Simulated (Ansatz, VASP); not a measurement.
**Cd in VASP and in Ansatz**

```xyz
1
Lattice="2.9389 0.0000 0.0000 0.0000 2.9389 0.0000 0.0000 0.0000 2.9389" Properties=species:S:1:pos:R:3 pbc="T T T"
Cd    0.0000    0.0000    0.0000
```

Alike in both runs: task single point; functional RPBE; k mesh 12 × 12 × 12; occupations fermi-dirac, width 0.1 eV; no spin polarisation.

```csv
,VASP,Ansatz
version,VASP 6.6.1,Ansatz 0.2.0
potentials or method,"VASP PAW PBE potentials, release 64 (Cd), cutoff 520 eV","plane waves (420 eV) with PAW, scalar-relativistic"
valence electrons in the cell,12,20
```

```csv
,VASP,Ansatz,Ansatz less VASP
pressure (GPa),4.5,4.3,-0.26
```

VASP's potentials were made for PBE, not for RPBE. With one functional, cell and mesh, what is left measures potentials, basis and numerics. VASP's potentials hold 12 valence electrons a cell and Ansatz's 20, so a difference there can come from the potentials and not from the codes.
